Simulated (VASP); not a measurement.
Ta2O5, 7 atoms in the cell. The typed cell holds 7 atoms: a = 6.043 Å, b = 6.132 Å, c = 5.996 Å, α = 128.15°, β = 128.65°, γ = 76.01°.  This cell differs from its parent crystal: atoms moved at random and the cell strained at random.

```yaml
Program: VASP 6.6.1
Task: single point
Functional: PBEsol
Potentials_or_basis: VASP PAW PBE potentials, release 64 (Ta_pv, O)
Cutoff: 520 eV
k_mesh: 8 × 8 × 8
Occupations: gaussian, width 0.05 eV
Spin: no spin polarisation
Dipole_correction: no
Further_INCAR_settings: ALGO = Normal; EDIFF = 1e-06; NBANDS = 35
```

Potentials or basis: VASP PAW PBE potentials, release 64 (Ta_pv, O).

The run is started by

```bash
$ cat potpaw_PBE.64/Ta_pv/POTCAR potpaw_PBE.64/O/POTCAR > POTCAR
$ mpirun -np 1 vasp_std > vasp.out
```

Hardware: 1 thread of Oxide Virtual Turin-like Processor, on a shared host.

Problem. Estimate the wall time of this run.

Solution. Run time: 53 min on 1 thread of Oxide Virtual Turin-like Processor, on a shared host, peak memory 0.96 GiB. Counts: scf iterations 17, k points 260.
